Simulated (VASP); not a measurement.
Write the native input for VASP 6.6.1 that does the following.

```yaml
Task: single point
Functional: PBE
Potentials_or_basis: VASP PAW PBE potentials, release 64 (Rh_pv)
Cutoff: 520 eV
k_mesh: 30 × 30 × 30
Occupations: gaussian, width 0.15 eV
Spin: no spin polarisation
Dipole_correction: no
Further_INCAR_settings: ALGO = Fast; EDIFF = 1e-06; NBANDS = 14
```

The structure of Rh lies in POSCAR:

```
Rh
1.0
    0.0000000000      1.8840734706      1.9782771441
    1.8840734706      0.0000000000      1.9782771441
    1.8840734706      1.8840734706      0.0000000000
Rh
1
Direct
    0.0000000000      0.0000000000      0.0000000000
```

This cell differs from its parent crystal: ratio of the length along z to the lengths across it x 1.05, volume and fractional coordinates fixed.

These files were run (other wordings do the same):

INCAR

```
  PREC = Accurate
  ENCUT = 520
  EDIFF = 1E-6
  ISMEAR = 0
  SIGMA = 0.15
  LREAL = False
  LASPH = True
  NELM = 60
  ALGO = Fast
  ISIF = 2
  LWAVE = False
  LCHARG = False
  GGA = PE
  NBANDS = 14
```

KPOINTS

```
regular mesh
0
Gamma
  30 30 30
```

Potentials or basis: VASP PAW PBE potentials, release 64 (Rh_pv).

The run is started by

```sh
$ cat potpaw_PBE.64/Rh_pv/POTCAR > POTCAR
$ mpirun -np 1 vasp_std > vasp.out
```

It gave:

| Quantity | Value |
| --- | --- |
| Pressure | 0.5 GPa |
| Band gap on the k mesh | zero (an odd number of electrons rules out a gap without spin polarisation) |

Caveat: the stress differs along the axes, from -7 to 4 GPa.

Wall time 6.2 min on 1 thread of Intel(R) Xeon(R) Platinum 8259CL CPU @ 2.50GHz (Skylake/Cascade Lake) (shared host), peak memory 0.43 GiB.
